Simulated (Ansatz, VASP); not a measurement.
**Two plane-wave programs on ZrO2**

```xyz
3
Lattice="0.0000 2.5579 2.5579 2.5579 0.0000 2.5579 2.5579 2.5579 0.0000" Properties=species:S:1:pos:R:3 pbc="T T T"
Zr    0.0000    0.0000    0.0000
O     1.2789    1.2789    1.2789
O     3.8368    3.8368    3.8368
```

Alike in both runs: task single point; functional PBE; k mesh 8 × 8 × 8; occupations gaussian, width 0.02 eV; non-collinear spin, spin-orbit coupling.

```csv
,VASP,Ansatz
version,VASP 6.6.1,Ansatz 0.2.0
potentials or method,"VASP PAW PBE potentials, release 64 (Zr_sv, O), cutoff 600 eV","plane waves, PAW"
valence electrons in the cell,24,24
```

```tsv
	VASP	Ansatz	Ansatz less VASP
net moment per atom (μB)	0.00	0.00	0.000
```
